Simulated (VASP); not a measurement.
# Te2Mo in VASP: a series of runs

The runs below take Te2Mo through single point, with PBEsol.

All numbers are computed with VASP 6.6.1; they aren't measurements. Logs are shortened: lines on timing, memory, paths and dates and some standing lists are left out, and cuts for length are marked.

### 1 The cell of the first run

The cell holds a slab with vacuum, 6 atoms: a = 3.560 Å, b = 3.560 Å, c = 25.311 Å, α = 90.00°, β = 90.00°, γ = 120.00°.

### 2 Single point, PBEsol

Input file INCAR:

```
SYSTEM = Te2Mo
PREC = Accurate
ENCUT = 520
EDIFF = 1E-6
ISMEAR = 0
SIGMA = 0.1
LREAL = .FALSE.
LASPH = .TRUE.
NELM = 60
ALGO = Normal
ISIF = 2
LWAVE = .FALSE.
LCHARG = .FALSE.
GGA = PS
NBANDS = 35
```

Input file KPOINTS:

```
regular mesh
0
G
  6 6 1
  0 0 0
```

Input file POSCAR:

```
Te2Mo
1.0
    3.5603900000      0.0000000000      0.0000000000
   -1.7802000000      3.0833900000      0.0000000000
    0.0000000000      0.0000000000     25.3112600000
Te Mo
4 2
Direct
    0.3333333333      0.6666666667      0.0778021207
    0.6666666667      0.3333333333      0.7610237425
    0.6666666667      0.3333333333      0.9024438252
    0.3333333333      0.6666666667      0.2192222033
    0.3333333333      0.6666666667      0.8316994752
    0.6666666667      0.3333333333      0.1485464706
```

Potentials or basis: VASP PAW PBE potentials, release 64 (Te, Mo_sv).

On the command line:

```
$ cat potpaw_PBE.64/Te/POTCAR potpaw_PBE.64/Mo_sv/POTCAR > POTCAR
$ mpirun -np 1 vasp_std > vasp.out
```

OUTCAR:

```text
SYSTEM = Te2Mo
   PREC = Accurate
   ENCUT = 520
   EDIFF = 1E-6
   ISMEAR = 0
   LREAL = .FALSE.
   LASPH = .TRUE.
   NELM = 60
   ISIF = 2
   GGA = PS

 ion  position               nearest neighbor table
   1  0.333  0.667  0.078-   6 2.73   6 2.73   6 2.73   4 3.58
   2  0.667  0.333  0.761-   5 2.72   5 2.72   5 2.72   3 3.58
   3  0.667  0.333  0.902-   5 2.73   5 2.73   5 2.73   2 3.58
   4  0.333  0.667  0.219-   6 2.72   6 2.72   6 2.72   1 3.58
   5  0.333  0.667  0.832-   2 2.72   2 2.72   2 2.72   3 2.73   3 2.73   3 2.73
   6  0.667  0.333  0.149-   4 2.72   4 2.72   4 2.72   1 2.73   1 2.73   1 2.73

  LATTYP: Found a hexagonal cell.
 ALAT       =     3.5603900000
 C/A-ratio  =     7.1091256857

  Lattice vectors:

 A1 = (   3.5603900000,   0.0000000000,   0.0000000000)
 A2 = (  -1.7802000000,   3.0833900000,   0.0000000000)
 A3 = (   0.0000000000,   0.0000000000,  25.3112600000)

Analysis of symmetry for initial positions (statically):
=====================================================================
 Subroutine PRICEL returns:
 Original cell was already a primitive cell.

 Routine SETGRP: Setting up the symmetry group for a
 hexagonal supercell.

 Subroutine GETGRP returns: Found 12 space group operations
 (whereof  6 operations were pure point group operations)
 out of a pool of 24 trial point group operations.

The static configuration has the point symmetry C_3v.
 The point group associated with its full space group is D_3d.

Analysis of symmetry for dynamics (positions and initial velocities):
=====================================================================
 Subroutine PRICEL returns:
 Original cell was already a primitive cell.

 Routine SETGRP: Setting up the symmetry group for a
 hexagonal supercell.

 Subroutine GETGRP returns: Found 12 space group operations
 (whereof  6 operations were pure point group operations)
 out of a pool of 24 trial point group operations.

The dynamic configuration has the point symmetry C_3v.
 The point group associated with its full space group is D_3d.

 Subroutine INISYM returns: Found 12 space group operations
 (whereof  6 operations are pure point group operations),
 and found     1 'primitive' translations

----------------------------------------------------------------------------------------

                                     Primitive cell

  volume of cell :     277.8688

  direct lattice vectors                    reciprocal lattice vectors
     3.560390000  0.000000000  0.000000000     0.280868107  0.162159637  0.000000000
    -1.780200000  3.083390000  0.000000000     0.000000000  0.324318364  0.000000000
     0.000000000  0.000000000 25.311260000     0.000000000  0.000000000  0.039508108

  length of vectors
     3.560390000  3.560394070 25.311260000     0.324318735  0.324318364  0.039508108

  position of ions in fractional coordinates (direct lattice)
     0.333333333  0.666666667  0.077802121
     0.666666667  0.333333333  0.761023743
     0.666666667  0.333333333  0.902443825
     0.333333333  0.666666667  0.219222203
     0.333333333  0.666666667  0.831699475
     0.666666667  0.333333333  0.148546471

  ion indices of the primitive-cell ions
   primitive index   ion index
                 1           1
                 2           2
                 3           3
                 4           4
                 5           5
                 6           6

----------------------------------------------------------------------------------------

 KPOINTS: regular mesh

Automatic generation of k-mesh.
 Grid dimensions read from file:
 generate k-points for:    6    6    1

 Generating k-lattice:

  Cartesian coordinates                     Fractional coordinates (reciprocal lattice)
     0.046811351  0.027026606  0.000000000     0.166666667  0.000000000  0.000000000
     0.000000000  0.054053061  0.000000000     0.000000000  0.166666667  0.000000000
     0.000000000  0.000000000  0.039508108     0.000000000  0.000000000  1.000000000

  Length of vectors
     0.054053122  0.054053061  0.039508108

  Shift w.r.t. Gamma in fractional coordinates (k-lattice)
     0.000000000  0.000000000  0.000000000

 Subroutine IBZKPT returns following result:
 ===========================================

 Found      7 irreducible k-points:

 Following reciprocal coordinates:
            Coordinates               Weight
  0.000000  0.000000  0.000000      1.000000
  0.166667  0.000000  0.000000      6.000000
  0.333333  0.000000  0.000000      6.000000
  0.500000  0.000000  0.000000      3.000000
  0.166667  0.166667  0.000000      6.000000
  0.333333  0.166667  0.000000     12.000000
  0.333333  0.333333  0.000000      2.000000
   k-points           NKPTS =      7   k-points in BZ     NKDIM =      7   number of bands    NBANDS=     35
   number of dos      NEDOS =    301   number of ions     NIONS =      6
   total plane-waves  NPLWV = 150528
   dimension x,y,z NGX =    28 NGY =   28 NGZ =  192
   dimension x,y,z NGXF=    56 NGYF=   56 NGZF=  384
   ions per type =               4   2
   NGX,Y,Z   is equivalent  to a cutoff of  13.07, 13.07, 12.61 a.u.
   NGXF,Y,Z  is equivalent  to a cutoff of  26.15, 26.15, 25.22 a.u.
 SYSTEM =  Te2Mo
   PREC   = accura    normal or accurate (medium, high low for compatibility)
   ISTART =      0    job   : 0-new  1-cont  2-samecut
   ICHARG =      2    charge: 1-file 2-atom 10-const
   ISPIN  =      1    spin polarized calculation?
   LNONCOLLINEAR =      F non collinear calculations
   LSORBIT =      F    spin-orbit coupling
   LASPH  =      T    aspherical Exc in radial PAW
   ENCUT  =  520.0 eV  38.22 Ry    6.18 a.u.   6.62  6.62 47.06*2*pi/ulx,y,z
   NELM   =     60;   NELMIN=  2; NELMDL= -5     # of ELM steps
   EDIFF  = 0.1E-05   stopping-criterion for ELM
   LREAL  =      F    real-space projection
   EDIFFG = 0.1E-04   stopping-criterion for IOM
   NSW    =      0    number of steps for IOM
   IBRION =     -1    ionic relax: 0-MD 1-quasi-New 2-CG
   NFREE  =      0    steps in history (QN), initial steepest desc. (CG)
   ISIF   =      2    stress and relaxation
   ISYM   =      2    0-nonsym 1-usesym 2-fastsym
   POTIM  = 0.5000    time-step for ionic-motion
   TEBEG  =    0.0;   TEEND  =   0.0 temperature during run
   PSTRESS=    0.0 pullay stress
   NELECT =      52.0000    total number of electrons
   NUPDOWN=      -1.0000    fix difference up-down
   EMIN   =  10.00;   EMAX   =-10.00  energy-range for DOS
   EFERMI =   0.00;   METHOD = LEGACY
   ISMEAR =     0;   SIGMA  =   0.10  broadening in eV -4-tet -1-fermi 0-gaus
   EFERMI_NEDOS =   21; number of points for ismear=-14 and -15
   IALGO  =     38    algorithm
   IMIX   =      4    mixing-type and parameters
     AMIX     =   0.40;   BMIX     =  1.00
     AMIX_MAG =   1.60;   BMIX_MAG =  1.00
  volume/ion in A,a.u.               =      46.31       312.53
  Fermi-wavevector in a.u.,A,eV,Ry     =   0.936403  1.769545 11.930270  0.876850
  Thomas-Fermi vector in A             =   2.063409
   LORBIT       =      0    0 simple, 1 ext, 2 COOP (PROOUT), +10 PAW based schemes
   GGA     = PS    functional components
   LHFCALC =     F    Hartree Fock is set to
   AEXX    =    0.0000 exact exchange contribution
   IVDW    =     0    specifies the selected vdW correction
   LEPSILON=     F    determine dielectric tensor
   LRPA    =     F    only Hartree local field effects (RPA)
 non-spin polarized calculation
 Gauss-broadening in eV      SIGMA  =   0.10
  energy-cutoff  :      520.00
  volume of cell :      277.87
 maximum number of plane-waves:      7583
 NGX is ok and might be reduce to    28
   NGX = 13   NGY = 13   NGZ = 95

 number of electron      51.9999994 magnetization

 Free energy of the ion-electron system (eV)
  ---------------------------------------------------
  ext. energy  EPLUGINS =         0.00000000
  ---------------------------------------------------
  free energy    TOTEN  =       -39.19578770 eV

  energy without entropy =      -39.19578770  energy(sigma->0) =      -39.19578770

 E-fermi :   2.3921     XC(G=0):  -6.3062

 val. band max:        1.9284825164   @ k =   0.3333   0.3333   0.0000
 cond. band min:       2.9606554047   @ k =   0.3333   0.3333   0.0000
 fundamental gap:      1.0321728883
 Fermi energy:         2.3921086203

 k-point     1 :       0.0000    0.0000    0.0000
  band No.  band energies     occupation
      1     -58.6585      2.00000
      2     -58.6585      2.00000
      3     -32.8337      2.00000
      4     -32.8337      2.00000
      5     -32.7306      2.00000
      6     -32.7306      2.00000
[... 27 lines left out ...]
     34       5.2969      0.00000
     35       6.2912      0.00000

 k-point     2 :       0.1667    0.0000    0.0000
  band No.  band energies     occupation
      1     -58.6564      2.00000
      2     -58.6564      2.00000
      3     -32.8272      2.00000
      4     -32.8272      2.00000
      5     -32.7597      2.00000
      6     -32.7597      2.00000
[... 27 lines left out ...]
     34       5.2823      0.00000
     35       6.7734      0.00000

 k-point     3 :       0.3333    0.0000    0.0000
  band No.  band energies     occupation
      1     -58.6522      2.00000
      2     -58.6522      2.00000
      3     -32.8175      2.00000
      4     -32.8175      2.00000
      5     -32.8143      2.00000
      6     -32.8143      2.00000
[... 27 lines left out ...]
     34       5.5949      0.00000
     35       7.3284      0.00000

 k-point     4 :       0.5000    0.0000    0.0000
  band No.  band energies     occupation
      1     -58.6501      2.00000
      2     -58.6501      2.00000
      3     -32.8461      2.00000
      4     -32.8461      2.00000
      5     -32.8078      2.00000
      6     -32.8078      2.00000
[... 27 lines left out ...]
     34       5.6719      0.00000
     35       5.8227      0.00000

 k-point     5 :       0.1667    0.1667    0.0000
  band No.  band energies     occupation
      1     -58.6532      2.00000
      2     -58.6532      2.00000
      3     -32.8175      2.00000
      4     -32.8175      2.00000
      5     -32.7978      2.00000
      6     -32.7977      2.00000
[... 27 lines left out ...]
     34       5.4934      0.00000
     35       7.5479      0.00000

 k-point     6 :       0.3333    0.1667    0.0000
  band No.  band energies     occupation
      1     -58.6501      2.00000
      2     -58.6501      2.00000
      3     -32.8317      2.00000
      4     -32.8317      2.00000
      5     -32.8078      2.00000
      6     -32.8078      2.00000
[... 27 lines left out ...]
     34       5.6840      0.00000
     35       6.7233      0.00000

 k-point     7 :       0.3333    0.3333    0.0000
  band No.  band energies     occupation
      1     -58.6490      2.00000
      2     -58.6490      2.00000
      3     -32.8189      2.00000
      4     -32.8189      2.00000
      5     -32.8046      2.00000
      6     -32.8046      2.00000
[... 27 lines left out ...]
     34       5.9424      0.00000
     35       6.7860      0.00000

------------------------ aborting loop because EDIFF is reached ----------------------------------------

  FORCE on cell =-STRESS in cart. coord.  units (eV):
  Direction    XX          YY          ZZ          XY          YZ          ZX
  --------------------------------------------------------------------------------------
  -------------------------------------------------------------------------------------
  Total       -3.1675429     -3.1675466     -1.2051481      0.0000051      0.0000000      0.0000000
  in kB      -18.2638904    -18.2639119     -6.9488221      0.0000296      0.0000000      0.0000000
  external PRESSURE =     -14.4922081 kB  Pullay stress =       0.0000000 kB

 VOLUME and BASIS-vectors are now :
 -----------------------------------------------------------------------------
  energy-cutoff  :      520.00
  volume of cell :      277.87
      direct lattice vectors                 reciprocal lattice vectors
     3.560390000  0.000000000  0.000000000     0.280868107  0.162159637  0.000000000
    -1.780200000  3.083390000  0.000000000     0.000000000  0.324318364  0.000000000
     0.000000000  0.000000000 25.311260000     0.000000000  0.000000000  0.039508108

 POSITION                                       TOTAL-FORCE (eV/Angst)
 -----------------------------------------------------------------------------------
     -0.00000      2.05559      1.96927        -0.000000     -0.000000      0.101963
      1.78019      1.02780     19.26247         0.000000     -0.000000      0.129595
      1.78019      1.02780     22.84199        -0.000000      0.000000     -0.101963
     -0.00000      2.05559      5.54879        -0.000000      0.000000     -0.129595
     -0.00000      2.05559     21.05136         0.000000      0.000000      0.015463
      1.78019      1.02780      3.75990        -0.000000      0.000000     -0.015463
 -----------------------------------------------------------------------------------
    total drift:                                0.000000     -0.000000     -0.000019

  FREE ENERGIE OF THE ION-ELECTRON SYSTEM (eV)
  ---------------------------------------------------
  free  energy   TOTEN  =       -39.1957876992 eV

  energy  without entropy=      -39.1957876992  energy(sigma->0) =      -39.19578770
```

Run time: 3.4 min. Hardware: 1 thread of Intel Xeon 8259CL, shared host; peak memory 0.41 GiB.

What came out:

- Free energy: -39.1958 eV
- Largest force: 0.130 eV/Å
- Band gap on the k mesh: 1.03 eV

Forces on the atoms (eV/Å):
```
Te   0.000  0.000  0.102
Te   0.000  0.000  0.130
Te   0.000  0.000 -0.102
Te   0.000  0.000 -0.130
Mo   0.000  0.000  0.015
Mo   0.000  0.000 -0.015
```

Levels at points of the mesh, in eV from the valence-band top:
```csv
k point,band 24,band 25,band 26,band 27,band 28,band 29
"(0.00, 0.00, 0.00)",-0.91,-0.49,-0.24,3.06,3.06,3.06
"(0.50, 0.00, 0.00)",-0.73,-0.36,-0.34,1.38,1.38,1.70
```

Caveat: there is no dipole correction, which matters where the two faces differ; the PAW data sets were made with another functional, which shifts forces and pressure a little; spin-orbit coupling is left out, which moves the levels of the heavy elements.

### 3 Single point, PBEsol

This run uses another cell than the first one.

Input file INCAR:

```
SYSTEM = Te2Mo
  ALGO = Normal
  EDIFF = 1E-6
  ENCUT = 520
  GGA = PS
  ISIF = 2
  ISMEAR = 0
  LASPH = .True.
  LCHARG = .False.
  LREAL = .False.
  LWAVE = .False.
  NBANDS = 35
  NELM = 80
  PREC = Accurate
  SIGMA = 0.1
```

Input file KPOINTS:

```
k-points
0
Gamma
  6 6 1
  0 0 0
```

Input file POSCAR:

```
Te2Mo
1.0
    3.5603900000      0.0000000000      0.0000000000
   -1.7802000000      3.0833900000      0.0000000000
    0.0000000000      0.0000000000     25.8112600000
Te Mo
4 2
Direct
    0.3333333333      0.6666666667      0.0762949855
    0.6666666667      0.3333333333      0.7462816543
    0.6666666667      0.3333333333      0.8849622333
    0.3333333333      0.6666666667      0.2149755644
    0.3333333333      0.6666666667      0.8155882998
    0.6666666667      0.3333333333      0.1456689189
```

Potentials or basis: VASP PAW PBE potentials, release 64 (Te, Mo_sv).

On the command line:

```
$ cat potpaw_PBE.64/Te/POTCAR potpaw_PBE.64/Mo_sv/POTCAR > POTCAR
$ mpirun -np 1 vasp_std > vasp.out
```

It took 3.4 min on 1 thread of Intel Xeon 8259CL, shared host; peak memory 0.41 GiB.

Results (log left out):

| Item | Value |
| --- | --- |
| Free energy | -39.1801 eV |
| Largest force | 0.129 eV/Å |
| Band gap on the k mesh | 1.04 eV |

Forces in eV/Å, atoms in the order of the input:
```
Te   0.000  0.000  0.127
Te   0.000  0.000  0.129
Te   0.000  0.000 -0.127
Te   0.000  0.000 -0.129
Mo   0.000  0.000  0.018
Mo   0.000  0.000 -0.018
```

Levels at points of the mesh, in eV from the valence-band top:
| k point | band 23 | band 24 | band 25 | band 26 | band 27 | band 28 | band 29 | band 30 |
| --- | --- | --- | --- | --- | --- | --- | --- | --- |
| (0.00, 0.00, 0.00) | -0.91 | -0.91 | -0.45 | -0.30 | 3.07 | 3.07 | 3.07 | 3.07 |
| (0.50, 0.00, 0.00) | -0.72 | -0.72 | -0.35 | -0.34 | 1.39 | 1.39 | 1.72 | 1.75 |

Caveat: there is no dipole correction, which matters where the two faces differ; the PAW data sets were made with another functional, which shifts forces and pressure a little; spin-orbit coupling is left out, which moves the levels of the heavy elements.

(Part 1 of 2 ends here.)
